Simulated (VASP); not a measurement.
# SiO2 (Fd-3m) in VASP: further runs

The runs below take SiO2 through single point, with r2SCAN.

Program: VASP 6.6.1. These are calculated values, not measurements. Logs are shortened: lines on timing, memory, paths and dates and some standing lists are left out, and cuts for length are marked.

**1. The cell of the first run**

It takes space group Fd-3m (No. 227, cubic). Conventional cell: a = 7.475 Å, b = 7.475 Å, c = 7.475 Å, α = 90.00°, β = 90.00°, γ = 90.00°. Si (site symmetry -43m) has 4 O at 1.62 Å within 2.2 Å. Within 2.2 Å of O (site symmetry -3m) lie 2 Si at 1.62 Å.

**2. Single point, r2SCAN (17.40 Å³/atom)**

The input, POSCAR:

```
SiO2
1.0
    0.0000000000      3.7372724569      3.7372724569
    3.7372724569      0.0000000000      3.7372724569
    3.7372724569      3.7372724569      0.0000000000
Si O
2 4
Direct
    0.5000000000      0.5000000000      0.5000000000
    0.7500000000      0.7500000000      0.7500000000
    0.6250000000      0.6250000000      0.6250000000
    0.1250000000      0.6250000000      0.6250000000
    0.6250000000      0.6250000000      0.1250000000
    0.6250000000      0.1250000000      0.6250000000
```

The input, INCAR.step1:

```
SYSTEM = SiO2
PREC = Accurate ; ENCUT = 520
ISMEAR = 0 ; SIGMA = 0.02
LREAL = .FALSE. ; LASPH = .TRUE.
NELM = 60 ; NBANDS = 25
GGA = PE ; ALGO = Normal
EDIFF = 1E-4 ; LWAVE = .TRUE.
LCHARG = .FALSE.
```

The input, INCAR.step2:

```
SYSTEM = SiO2
PREC = Accurate ; ENCUT = 520
EDIFF = 1E-6 ; ISMEAR = 0
SIGMA = 0.02 ; LREAL = .FALSE.
LASPH = .TRUE. ; NELM = 60
ALGO = Normal ; ISIF = 2
LWAVE = .FALSE. ; LCHARG = .FALSE.
METAGGA = R2SCAN ; LMIXTAU = .TRUE.
NBANDS = 25 ; ISTART = 1
```

The input, KPOINTS:

```
Automatic mesh
0
G
  6 6 6
  0 0 0
```

Potentials or basis: VASP PAW PBE potentials, release 64 (Si, O).

Command:

```console
$ cat potpaw_PBE.64/Si/POTCAR potpaw_PBE.64/O/POTCAR > POTCAR
$ cp INCAR.step1 INCAR
$ mpirun -np 1 vasp_std > vasp.out
$ cp INCAR.step2 INCAR
$ mpirun -np 1 vasp_std > vasp.out
```

OUTCAR:

```text
SYSTEM = SiO2
   PREC = Accurate
   ENCUT = 520
   EDIFF = 1E-6
   ISMEAR = 0
   LREAL = .FALSE.
   LASPH = .TRUE.
   NELM = 60
   ISIF = 2
   METAGGA = R2SCAN
   ISTART = 1

 ion  position               nearest neighbor table
   1  0.500  0.500  0.500-   3 1.62   4 1.62   5 1.62   6 1.62
   2  0.750  0.750  0.750-   3 1.62   4 1.62   5 1.62   6 1.62
   3  0.625  0.625  0.625-   1 1.62   2 1.62
   4  0.125  0.625  0.625-   1 1.62   2 1.62
   5  0.625  0.625  0.125-   1 1.62   2 1.62
   6  0.625  0.125  0.625-   1 1.62   2 1.62

  LATTYP: Found a face centered cubic cell.
 ALAT       =     7.4745449138

  Lattice vectors:

 A1 = (   0.0000000000,   3.7372724569,   3.7372724569)
 A2 = (   3.7372724569,   0.0000000000,   3.7372724569)
 A3 = (   3.7372724569,   3.7372724569,   0.0000000000)

Analysis of symmetry for initial positions (statically):
=====================================================================
 Subroutine PRICEL returns:
 Original cell was already a primitive cell.

 Routine SETGRP: Setting up the symmetry group for a
 face centered cubic supercell.

 Subroutine GETGRP returns: Found 48 space group operations
 (whereof 24 operations were pure point group operations)
 out of a pool of 48 trial point group operations.

The static configuration has the point symmetry T_d .
 The point group associated with its full space group is O_h .

Analysis of symmetry for dynamics (positions and initial velocities):
=====================================================================
 Subroutine PRICEL returns:
 Original cell was already a primitive cell.

 Routine SETGRP: Setting up the symmetry group for a
 face centered cubic supercell.

 Subroutine GETGRP returns: Found 48 space group operations
 (whereof 24 operations were pure point group operations)
 out of a pool of 48 trial point group operations.

The dynamic configuration has the point symmetry T_d .
 The point group associated with its full space group is O_h .

 Subroutine INISYM returns: Found 48 space group operations
 (whereof 24 operations are pure point group operations),
 and found     1 'primitive' translations

----------------------------------------------------------------------------------------

                                     Primitive cell

  volume of cell :     104.3985

[... 86 lines left out ...]
   NELM   =     60;   NELMIN=  2; NELMDL=  0     # of ELM steps
   EDIFF  = 0.1E-05   stopping-criterion for ELM
   LREAL  =      F    real-space projection
   EDIFFG = 0.1E-04   stopping-criterion for IOM
   NSW    =      0    number of steps for IOM
   IBRION =     -1    ionic relax: 0-MD 1-quasi-New 2-CG
   NFREE  =      0    steps in history (QN), initial steepest desc. (CG)
   ISIF   =      2    stress and relaxation
   ISYM   =      2    0-nonsym 1-usesym 2-fastsym
   POTIM  = 0.5000    time-step for ionic-motion
   TEBEG  =    0.0;   TEEND  =   0.0 temperature during run
   PSTRESS=    0.0 pullay stress
   NELECT =      32.0000    total number of electrons
   NUPDOWN=      -1.0000    fix difference up-down
   EMIN   =  10.00;   EMAX   =-10.00  energy-range for DOS
   EFERMI =   0.00;   METHOD = LEGACY
   ISMEAR =     0;   SIGMA  =   0.02  broadening in eV -4-tet -1-fermi 0-gaus
   EFERMI_NEDOS =   21; number of points for ismear=-14 and -15
   IALGO  =     38    algorithm
   IMIX   =      4    mixing-type and parameters
     AMIX     =   0.40;   BMIX     =  1.00
     AMIX_MAG =   1.60;   BMIX_MAG =  1.00
  volume/ion in A,a.u.               =      17.40       117.42
  Fermi-wavevector in a.u.,A,eV,Ry     =   1.103808  2.085894 16.577220  1.218391
  Thomas-Fermi vector in A             =   2.240271
   LORBIT       =      0    0 simple, 1 ext, 2 COOP (PROOUT), +10 PAW based schemes
   METAGGA = R2SCAN    functional components
   LHFCALC =     F    Hartree Fock is set to
   AEXX    =    0.0000 exact exchange contribution
   IVDW    =     0    specifies the selected vdW correction
   LEPSILON=     F    determine dielectric tensor
   LRPA    =     F    only Hartree local field effects (RPA)
 non-spin polarized calculation
 Gauss-broadening in eV      SIGMA  =   0.02
  energy-cutoff  :      520.00
  volume of cell :      104.40
 maximum number of plane-waves:      2824
   NGX = 19   NGY = 19   NGZ = 19

 number of electron      32.0000011 magnetization

 Free energy of the ion-electron system (eV)
  ---------------------------------------------------
  ext. energy  EPLUGINS =         0.00000000
  ---------------------------------------------------
  free energy    TOTEN  =       -59.46395847 eV

  energy without entropy =      -59.46395847  energy(sigma->0) =      -59.46395847

 E-fermi :  -1.3374     XC(G=0):  -7.7175

 val. band max:       -1.4432028634   @ k =   0.5000   0.0000   0.0000
 cond. band min:       4.5176968870   @ k =   0.0000   0.0000   0.0000
 fundamental gap:      5.9608997504
 Fermi energy:        -1.3373853138

 k-point     1 :       0.0000    0.0000    0.0000
  band No.  band energies     occupation
      1     -21.7387      2.00000
      2     -19.8082      2.00000
      3     -19.8082      2.00000
      4     -19.8082      2.00000
      5     -11.5674      2.00000
      6      -7.4386      2.00000
[... 437 lines left out ...]
     24      11.4585      0.00000
     25      12.0740      0.00000

------------------------ aborting loop because EDIFF is reached ----------------------------------------

  FORCE on cell =-STRESS in cart. coord.  units (eV):
  Direction    XX          YY          ZZ          XY          YZ          ZX
  --------------------------------------------------------------------------------------
  -------------------------------------------------------------------------------------
  Total       -2.8078501     -2.8078501     -2.8078501      0.0000000      0.0000000      0.0000000
  in kB      -43.0913629    -43.0913629    -43.0913629      0.0000000      0.0000000      0.0000000
  external PRESSURE =     -43.0913629 kB  Pullay stress =       0.0000000 kB

 VOLUME and BASIS-vectors are now :
 -----------------------------------------------------------------------------
  energy-cutoff  :      520.00
  volume of cell :      104.40
      direct lattice vectors                 reciprocal lattice vectors
     0.000000000  3.737272457  3.737272457    -0.133787409  0.133787409  0.133787409
     3.737272457  0.000000000  3.737272457     0.133787409 -0.133787409  0.133787409
     3.737272457  3.737272457  0.000000000     0.133787409  0.133787409 -0.133787409

 POSITION                                       TOTAL-FORCE (eV/Angst)
 -----------------------------------------------------------------------------------
      3.73727      3.73727      3.73727        -0.000000     -0.000000     -0.000000
      5.60591      5.60591      5.60591         0.000000      0.000000      0.000000
      4.67159      4.67159      4.67159        -0.000000      0.000000     -0.000000
      4.67159      2.80295      2.80295        -0.000000      0.000000     -0.000000
      2.80295      2.80295      4.67159        -0.000000      0.000000     -0.000000
      2.80295      4.67159      2.80295        -0.000000      0.000000     -0.000000
 -----------------------------------------------------------------------------------
    total drift:                                0.000000      0.000000      0.000000

  FREE ENERGIE OF THE ION-ELECTRON SYSTEM (eV)
  ---------------------------------------------------
  free  energy   TOTEN  =       -59.4639584725 eV

  energy  without entropy=      -59.4639584725  energy(sigma->0) =      -59.46395847
```

OUTCAR.step1:

```text
SYSTEM = SiO2
   PREC = Accurate
   ENCUT = 520
   ISMEAR = 0
   LREAL = .FALSE.
   LASPH = .TRUE.
   NELM = 60
[... 674 lines left out ...]
      4.67159      2.80295      2.80295         0.000000     -0.000000      0.000000
      2.80295      2.80295      4.67159         0.000000     -0.000000      0.000000
      2.80295      4.67159      2.80295         0.000000     -0.000000      0.000000
 -----------------------------------------------------------------------------------
    total drift:                                0.000000      0.000000      0.000000

  FREE ENERGIE OF THE ION-ELECTRON SYSTEM (eV)
  ---------------------------------------------------
  free  energy   TOTEN  =       -47.4185813465 eV

  energy  without entropy=      -47.4185813465  energy(sigma->0) =      -47.41858135
```

It took 4 min on 1 thread of Intel Xeon 8259CL, shared host; peak memory 0.25 GiB.

What came out:

```
Free energy            : -59.4640 eV
Pressure               : -4.3 GPa
Band gap on the k mesh : 5.96 eV (least direct gap 5.97 eV)
```

Caveat: the cell stands under tension; the PAW data sets were made with another functional, which shifts forces and pressure a little.

**3. Single point, r2SCAN (17.91 Å³/atom)**

This run uses another cell than the first one, of 17.91 Å³/atom.

POSCAR: that of step 2 with these lines changed.

```diff
@@ -2,5 +2,5 @@
 1.0
-    0.0000000000      3.7372724569      3.7372724569
-    3.7372724569      0.0000000000      3.7372724569
-    3.7372724569      3.7372724569      0.0000000000
+    0.0000000000      3.7732099736      3.7732099736
+    3.7732099736      0.0000000000      3.7732099736
+    3.7732099736      3.7732099736      0.0000000000
 Si O
```

The input, INCAR.step1:

```
PREC = Accurate
ENCUT = 520
ISMEAR = 0
SIGMA = 0.02
LREAL = False
LASPH = True
NELM = 60
NBANDS = 25
GGA = PE
ALGO = Normal
EDIFF = 1E-4
LWAVE = True
LCHARG = False
```

The input, INCAR.step2:

```
PREC = Accurate
ENCUT = 520
EDIFF = 1E-6
ISMEAR = 0
SIGMA = 0.02
LREAL = False
LASPH = True
NELM = 60
ALGO = Normal
ISIF = 2
LWAVE = False
LCHARG = False
METAGGA = R2SCAN
LMIXTAU = True
NBANDS = 25
ISTART = 1
```

The input, KPOINTS:

```
regular mesh
0
Gamma
  6 6 6
```

Potentials or basis: VASP PAW PBE potentials, release 64 (Si, O).

Command:

```console
$ cat potpaw_PBE.64/Si/POTCAR potpaw_PBE.64/O/POTCAR > POTCAR
$ cp INCAR.step1 INCAR
$ mpirun -np 1 vasp_std > vasp.out
$ cp INCAR.step2 INCAR
$ mpirun -np 1 vasp_std > vasp.out
```

OUTCAR:

```text
PREC = Accurate
   ENCUT = 520
   EDIFF = 1E-6
   ISMEAR = 0
   LREAL = False
   LASPH = True
   NELM = 60
   ISIF = 2
   METAGGA = R2SCAN
   ISTART = 1

 ion  position               nearest neighbor table
   1  0.500  0.500  0.500-   3 1.63   4 1.63   5 1.63   6 1.63
   2  0.750  0.750  0.750-   3 1.63   4 1.63   5 1.63   6 1.63
   3  0.625  0.625  0.625-   1 1.63   2 1.63
   4  0.125  0.625  0.625-   1 1.63   2 1.63
   5  0.625  0.625  0.125-   1 1.63   2 1.63
   6  0.625  0.125  0.625-   1 1.63   2 1.63

  LATTYP: Found a face centered cubic cell.
 ALAT       =     7.5464199472

  Lattice vectors:

 A1 = (   0.0000000000,   3.7732099736,   3.7732099736)
 A2 = (   3.7732099736,   0.0000000000,   3.7732099736)
 A3 = (   3.7732099736,   3.7732099736,   0.0000000000)

Analysis of symmetry for initial positions (statically):
=====================================================================
 Subroutine PRICEL returns:
 Original cell was already a primitive cell.

 Routine SETGRP: Setting up the symmetry group for a
 face centered cubic supercell.

 Subroutine GETGRP returns: Found 48 space group operations
 (whereof 24 operations were pure point group operations)
 out of a pool of 48 trial point group operations.

The static configuration has the point symmetry T_d .
 The point group associated with its full space group is O_h .

Analysis of symmetry for dynamics (positions and initial velocities):
=====================================================================
 Subroutine PRICEL returns:
 Original cell was already a primitive cell.

 Routine SETGRP: Setting up the symmetry group for a
 face centered cubic supercell.

 Subroutine GETGRP returns: Found 48 space group operations
 (whereof 24 operations were pure point group operations)
[... 120 lines left out ...]
   IMIX   =      4    mixing-type and parameters
     AMIX     =   0.40;   BMIX     =  1.00
     AMIX_MAG =   1.60;   BMIX_MAG =  1.00
  volume/ion in A,a.u.               =      17.91       120.84
  Fermi-wavevector in a.u.,A,eV,Ry     =   1.093295  2.066027 16.262948  1.195293
  Thomas-Fermi vector in A             =   2.229577
   LORBIT       =      0    0 simple, 1 ext, 2 COOP (PROOUT), +10 PAW based schemes
   METAGGA = R2SCAN    functional components
   LHFCALC =     F    Hartree Fock is set to
   AEXX    =    0.0000 exact exchange contribution
   IVDW    =     0    specifies the selected vdW correction
   LEPSILON=     F    determine dielectric tensor
   LRPA    =     F    only Hartree local field effects (RPA)
 non-spin polarized calculation
 Gauss-broadening in eV      SIGMA  =   0.02
  energy-cutoff  :      520.00
  volume of cell :      107.44
 maximum number of plane-waves:      2914
   NGX = 19   NGY = 19   NGZ = 19

 number of electron      32.0000030 magnetization

 Free energy of the ion-electron system (eV)
  ---------------------------------------------------
  ext. energy  EPLUGINS =         0.00000000
  ---------------------------------------------------
  free energy    TOTEN  =       -59.34881684 eV

  energy without entropy =      -59.34881684  energy(sigma->0) =      -59.34881684

 E-fermi :  -1.4998     XC(G=0):  -7.6077

 val. band max:       -1.6108599251   @ k =   0.5000   0.0000   0.0000
 cond. band min:       4.2371914095   @ k =   0.0000   0.0000   0.0000
 fundamental gap:      5.8480513347
 Fermi energy:        -1.4998068854

 k-point     1 :       0.0000    0.0000    0.0000
  band No.  band energies     occupation
      1     -21.7566      2.00000
      2     -19.8976      2.00000
      3     -19.8976      2.00000
      4     -19.8976      2.00000
      5     -11.6396      2.00000
      6      -7.5174      2.00000
[... 437 lines left out ...]
     24      11.0195      0.00000
     25      11.7117      0.00000

------------------------ aborting loop because EDIFF is reached ----------------------------------------

  FORCE on cell =-STRESS in cart. coord.  units (eV):
  Direction    XX          YY          ZZ          XY          YZ          ZX
  --------------------------------------------------------------------------------------
  -------------------------------------------------------------------------------------
  Total       -5.4420166     -5.4420166     -5.4420166      0.0000000     -0.0000000      0.0000000
  in kB      -81.1535508    -81.1535508    -81.1535508      0.0000000     -0.0000000      0.0000000
  external PRESSURE =     -81.1535508 kB  Pullay stress =       0.0000000 kB

 VOLUME and BASIS-vectors are now :
 -----------------------------------------------------------------------------
  energy-cutoff  :      520.00
  volume of cell :      107.44
      direct lattice vectors                 reciprocal lattice vectors
     0.000000000  3.773209974  3.773209974    -0.132513166  0.132513166  0.132513166
     3.773209974  0.000000000  3.773209974     0.132513166 -0.132513166  0.132513166
     3.773209974  3.773209974  0.000000000     0.132513166  0.132513166 -0.132513166

 POSITION                                       TOTAL-FORCE (eV/Angst)
 -----------------------------------------------------------------------------------
      3.77321      3.77321      3.77321        -0.000000     -0.000000     -0.000000
      5.65981      5.65981      5.65981         0.000000      0.000000      0.000000
      4.71651      4.71651      4.71651        -0.000000     -0.000000     -0.000000
      4.71651      2.82991      2.82991        -0.000000     -0.000000     -0.000000
      2.82991      2.82991      4.71651        -0.000000     -0.000000     -0.000000
      2.82991      4.71651      2.82991        -0.000000     -0.000000     -0.000000
 -----------------------------------------------------------------------------------
    total drift:                                0.000000      0.000000      0.000000

  FREE ENERGIE OF THE ION-ELECTRON SYSTEM (eV)
  ---------------------------------------------------
  free  energy   TOTEN  =       -59.3488168382 eV

  energy  without entropy=      -59.3488168382  energy(sigma->0) =      -59.34881684
```

OUTCAR.step1:

```text
PREC = Accurate
   ENCUT = 520
   ISMEAR = 0
   LREAL = False
   LASPH = True
[... 674 lines left out ...]
      4.71651      4.71651      4.71651        -0.000000     -0.000000     -0.000000
      4.71651      2.82991      2.82991        -0.000000     -0.000000     -0.000000
      2.82991      2.82991      4.71651        -0.000000     -0.000000     -0.000000
      2.82991      4.71651      2.82991        -0.000000     -0.000000     -0.000000
 -----------------------------------------------------------------------------------
    total drift:                                0.000000      0.000000      0.000000

  FREE ENERGIE OF THE ION-ELECTRON SYSTEM (eV)
  ---------------------------------------------------
  free  energy   TOTEN  =       -47.3695312702 eV

  energy  without entropy=      -47.3695312702  energy(sigma->0) =      -47.36953127
```

Wall time 3.8 min (1 thread of Intel Xeon 8259CL, shared host); peak memory 0.26 GiB.

Results:

```
Free energy            : -59.3488 eV
Pressure               : -8.1 GPa
Band gap on the k mesh : 5.85 eV (least direct gap 5.85 eV)
```

Caveat: the cell stands under tension; the PAW data sets were made with another functional, which shifts forces and pressure a little. r2SCAN opens gaps a little over a GGA but as a rule still falls short of measured ones.
